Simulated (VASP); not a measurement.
# BaTiO3 (P4mm) in VASP: a series of runs, part 2 of 3

VASP 6.6.1. Earlier steps stand in the parts before.

## Step 3: Single point, PBE+D3(BJ)

This run uses another cell than the first one, of 12.93 Å³/atom, 0.994 times its volume.

INCAR reads:

```
ALGO = Normal ; EDIFF = 1E-6
ENCUT = 520 ; GGA = PE
ISIF = 2 ; ISMEAR = 0
IVDW = 12 ; LASPH = True
LCHARG = False ; LREAL = False
LWAVE = False ; NBANDS = 28
NELM = 60 ; PREC = Accurate
SIGMA = 0.01
```

KPOINTS reads:

```
k-points
0
Gamma
  5 5 5
```

POSCAR reads:

```
BaTiO3
1.0
    3.9730474252      0.0000000000      0.0000000000
    0.0000000000      3.9730474252      0.0000000000
    0.0000000000      0.0000000000      4.0949448263
Ba Ti O
1 1 3
Direct
    0.0000000000      0.0000000000     -0.0040335377
    0.5000000000      0.5000000000      0.4790872813
    0.5000000000      0.5000000000      0.0315564506
    0.5000000000      0.0000000000      0.5181949029
    0.0000000000      0.5000000000      0.5181949029
```

Potentials or basis: VASP PAW PBE potentials, release 64 (Ba_sv, Ti_sv, O).

Run with:

```sh
$ cat potpaw_PBE.64/Ba_sv/POTCAR potpaw_PBE.64/Ti_sv/POTCAR potpaw_PBE.64/O/POTCAR > POTCAR
$ mpirun -np 1 vasp_std > vasp.out
```

OUTCAR:

```text
EDIFF = 1E-6
   ENCUT = 520
   GGA = PE
   ISIF = 2
   ISMEAR = 0
   IVDW = 12
   LASPH = True
   LREAL = False
   NELM = 60
   PREC = Accurate
 IVDW          = 12

 ion  position               nearest neighbor table
   1  0.000  0.000  0.996-   4 2.79   5 2.79   5 2.79   4 2.79   3 2.81   3 2.81   3 2.81   3 2.81
                             4 2.92   5 2.92   5 2.92   4 2.92   2 3.44   2 3.44   2 3.44   2 3.44
   2  0.500  0.500  0.479-   3 1.83   4 1.99   5 1.99   4 1.99   5 1.99   3 2.26   1 3.44   1 3.44
                             1 3.44   1 3.44   1 3.52   1 3.52   1 3.52   1 3.52
   3  0.500  0.500  0.032-   2 1.83   2 2.26   1 2.81   1 2.81   1 2.81   1 2.81
   4  0.500  0.000  0.518-   2 1.99   2 1.99   1 2.79   1 2.79   1 2.92   1 2.92
   5  0.000  0.500  0.518-   2 1.99   2 1.99   1 2.79   1 2.79   1 2.92   1 2.92

  LATTYP: Found a simple tetragonal cell.
 ALAT       =     3.9730474252
 C/A-ratio  =     1.0306810838

  Lattice vectors:

 A1 = (   3.9730474252,   0.0000000000,   0.0000000000)
 A2 = (   0.0000000000,   3.9730474252,   0.0000000000)
 A3 = (   0.0000000000,   0.0000000000,   4.0949448263)

Analysis of symmetry for initial positions (statically):
=====================================================================
 Subroutine PRICEL returns:
 Original cell was already a primitive cell.

 Routine SETGRP: Setting up the symmetry group for a
 simple tetragonal supercell.

 Subroutine GETGRP returns: Found  8 space group operations
 (whereof  8 operations were pure point group operations)
 out of a pool of 16 trial point group operations.

The static configuration has the point symmetry C_4v.

Analysis of symmetry for dynamics (positions and initial velocities):
=====================================================================
 Subroutine PRICEL returns:
 Original cell was already a primitive cell.

 Routine SETGRP: Setting up the symmetry group for a
 simple tetragonal supercell.
[... 123 lines left out ...]
     AMIX     =   0.40;   BMIX     =  1.00
     AMIX_MAG =   1.60;   BMIX_MAG =  1.00
  volume/ion in A,a.u.               =      12.93        87.24
  Fermi-wavevector in a.u.,A,eV,Ry     =   1.395071  2.636302 26.479973  1.946223
  Thomas-Fermi vector in A             =   2.518559
   LORBIT       =      0    0 simple, 1 ext, 2 COOP (PROOUT), +10 PAW based schemes
   GGA     = PE    functional components
   LHFCALC =     F    Hartree Fock is set to
   AEXX    =    0.0000 exact exchange contribution
   IVDW    =    12    specifies the selected vdW correction
   LEPSILON=     F    determine dielectric tensor
   LRPA    =     F    only Hartree local field effects (RPA)
 non-spin polarized calculation
 Gauss-broadening in eV      SIGMA  =   0.01
  energy-cutoff  :      520.00
  volume of cell :       64.64
 maximum number of plane-waves:      1771
 NGX is ok and might be reduce to    30
   NGX = 15   NGY = 15   NGZ = 15

 number of electron      39.9999984 magnetization

 Free energy of the ion-electron system (eV)
  ---------------------------------------------------
  ext. energy  EPLUGINS =         0.00000000
  ---------------------------------------------------
  free energy    TOTEN  =       -40.00190841 eV

  energy without entropy =      -40.00190841  energy(sigma->0) =      -40.00190841

 E-fermi :   3.8449     XC(G=0): -11.2020

 val. band max:        3.7143131989   @ k =   0.4000   0.4000   0.2000
 cond. band min:       5.7117165518   @ k =   0.0000   0.0000   0.0000
 fundamental gap:      1.9974033529
 Fermi energy:         3.8449188023

 k-point     1 :       0.0000    0.0000    0.0000
  band No.  band energies     occupation
      1     -52.6665      2.00000
      2     -28.9684      2.00000
      3     -28.8779      2.00000
      4     -28.8779      2.00000
      5     -21.0983      2.00000
      6     -13.1011      2.00000
[... 547 lines left out ...]
     27      11.4185      0.00000
     28      11.6626      0.00000

------------------------ aborting loop because EDIFF is reached ----------------------------------------

 Edisp (eV)   -1.31416

 E8    (eV) :    -0.5976

  FORCE on cell =-STRESS in cart. coord.  units (eV):
  Direction    XX          YY          ZZ          XY          YZ          ZX
  --------------------------------------------------------------------------------------
  -------------------------------------------------------------------------------------
  Total       0.69896     0.69896     0.72034     0.00000     0.00000     0.00000
  in kB      17.32475    17.32475    17.85480     0.00000     0.00000     0.00000
  external pressure =       17.50 kB  Pullay stress =        0.00 kB

 VOLUME and BASIS-vectors are now :
 -----------------------------------------------------------------------------
  energy-cutoff  :      520.00
  volume of cell :       64.64
      direct lattice vectors                 reciprocal lattice vectors
     3.973047425  0.000000000  0.000000000     0.251695964  0.000000000  0.000000000
     0.000000000  3.973047425  0.000000000     0.000000000  0.251695964  0.000000000
     0.000000000  0.000000000  4.094944826     0.000000000  0.000000000  0.244203534

 POSITION                                       TOTAL-FORCE (eV/Angst)
 -----------------------------------------------------------------------------------
      0.00000      0.00000      4.07843         0.000000      0.000000      0.037575
      1.98652      1.98652      1.96184         0.000000     -0.000000      0.063307
      1.98652      1.98652      0.12922         0.000000      0.000000     -0.066776
      1.98652      0.00000      2.12198         0.000000      0.000000     -0.017053
      0.00000      1.98652      2.12198        -0.000000      0.000000     -0.017053
 -----------------------------------------------------------------------------------
    total drift:                                0.000000      0.000000      0.000610

  FREE ENERGIE OF THE ION-ELECTRON SYSTEM (eV)
  ---------------------------------------------------
  free  energy   TOTEN  =       -41.3160711144 eV

  energy  without entropy=      -41.3160711144  energy(sigma->0) =      -41.31607111
```

OSZICAR:

```text
N       E                     dE             d eps       ncg     rms          rms(c)
DAV:   1     0.435438848275E+03    0.43544E+03   -0.20841E+04  1008   0.155E+03
DAV:   2    -0.472615912448E+00   -0.43591E+03   -0.41456E+03  1120   0.433E+02
DAV:   3    -0.482333272374E+02   -0.47761E+02   -0.47343E+02  1408   0.137E+02
DAV:   4    -0.506402283680E+02   -0.24069E+01   -0.24021E+01  1512   0.265E+01
DAV:   5    -0.507132458023E+02   -0.73017E-01   -0.73009E-01  1348   0.359E+00    0.235E+01
DAV:   6    -0.401790436890E+02    0.10534E+02   -0.55098E+01  1476   0.677E+01    0.999E+00
DAV:   7    -0.401707200611E+02    0.83236E-02   -0.10700E+01  1344   0.242E+01    0.710E+00
DAV:   8    -0.399949984942E+02    0.17572E+00   -0.57633E-01  1192   0.711E+00    0.369E+00
DAV:   9    -0.400281859406E+02   -0.33187E-01   -0.35569E-01  1464   0.521E+00    0.154E+00
DAV:  10    -0.400052679516E+02    0.22918E-01   -0.12709E-01  1208   0.366E+00    0.549E-01
DAV:  11    -0.400024292571E+02    0.28387E-02   -0.12186E-02  1436   0.855E-01    0.212E-01
DAV:  12    -0.400019150805E+02    0.51418E-03   -0.22927E-03  1248   0.352E-01    0.371E-02
DAV:  13    -0.400019190360E+02   -0.39555E-05   -0.15817E-04  1272   0.106E-01    0.263E-02
DAV:  14    -0.400019089462E+02    0.10090E-04   -0.50416E-05  1532   0.618E-02    0.146E-02
DAV:  15    -0.400019090711E+02   -0.12495E-06   -0.17400E-05  1444   0.392E-02    0.663E-03
DAV:  16    -0.400019084096E+02    0.66150E-06   -0.19519E-06   864   0.135E-02
   1 F= -.41316071E+02 E0= -.41316071E+02  d E =-.314375E-77
```

stdout:

```text
POSCAR found type information on POSCAR BaTiO
 POSCAR found :  3 types and       5 ions
 scaLAPACK will be used
 LDA part: xc-table for (Slater+PW92), standard interpolation
 POSCAR, INCAR and KPOINTS ok, starting setup
 FFT: planning ... GRIDC
 FFT: planning ... GRID_SOFT
 FFT: planning ... GRID
 WAVECAR not read
 entering main loop
```

Run time: 26 s. Hardware: 1 thread of Intel Xeon 6975P-C (Granite Rapids), shared host; peak memory 0.19 GiB.

Results:

| Property | Result |
| --- | --- |
| Free energy | -41.3161 eV |
| Pressure | 1.8 GPa |
| Largest force | 0.067 eV/Å |
| Band gap on the k mesh | 2.00 eV, indirect (least direct gap 2.27 eV) |
| Dispersion energy per atom | -0.263 eV |

Forces on the atoms (eV/Å):
```
Ba   0.000  0.000  0.038
Ti   0.000  0.000  0.063
O    0.000  0.000 -0.067
O    0.000  0.000 -0.017
O    0.000  0.000 -0.017
```

Caveat: spin-orbit coupling is left out, which moves the levels of the heavy elements. A k mesh can miss the band edges.

(Continued in part 3 of 3.)
